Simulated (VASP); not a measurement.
A run of VASP 6.6.1 is set up as follows.

POSCAR

```
Ni
1.0
   -1.3830381180      1.3830381180      1.3830381180
    1.3830381180     -1.3830381180      1.3830381180
    1.3830381180      1.3830381180     -1.3830381180
Ni
1
Direct
    0.0000000000      0.0000000000      0.0000000000
```

Contents of INCAR.step1:

```
SYSTEM = Ni
PREC = Accurate
ENCUT = 520
ISMEAR = 0
SIGMA = 0.1
LREAL = .FALSE.
LASPH = .TRUE.
NELM = 150
ISPIN = 2
MAGMOM = 0.76
LMAXMIX = 4
NBANDS = 15
GGA = PE
ALGO = Normal
EDIFF = 1E-4
LWAVE = .TRUE.
LCHARG = .FALSE.
```

INCAR.step2

```
SYSTEM = Ni
PREC = Accurate
ENCUT = 520
EDIFF = 1E-6
ISMEAR = 0
SIGMA = 0.1
LREAL = .FALSE.
LASPH = .TRUE.
NELM = 150
ALGO = Normal
ISIF = 2
LWAVE = .FALSE.
LCHARG = .TRUE.
ISPIN = 2
MAGMOM = 0.76
LORBIT = 11
LMAXMIX = 4
METAGGA = R2SCAN
LMIXTAU = .TRUE.
LELF = .TRUE.
LVHAR = .TRUE.
NBANDS = 15
ISTART = 1
```

Contents of KPOINTS:

```
regular mesh
0
G
  22 22 22
  0 0 0
```

Potentials or basis: VASP PAW PBE potentials, release 64 (Ni).

Launch:

```sh
$ cat potpaw_PBE.64/Ni/POTCAR > POTCAR
$ cp INCAR.step1 INCAR
$ mpirun -np 1 vasp_std > vasp.out
$ cp INCAR.step2 INCAR
$ mpirun -np 1 vasp_std > vasp.out
```

Q: Estimate the site moments.

A: Ni +0.64 μB.

Q: Predict the pressure.

A: 0.5 GPa.

Caveat: the PAW data sets were made with another functional, which shifts forces and pressure a little.
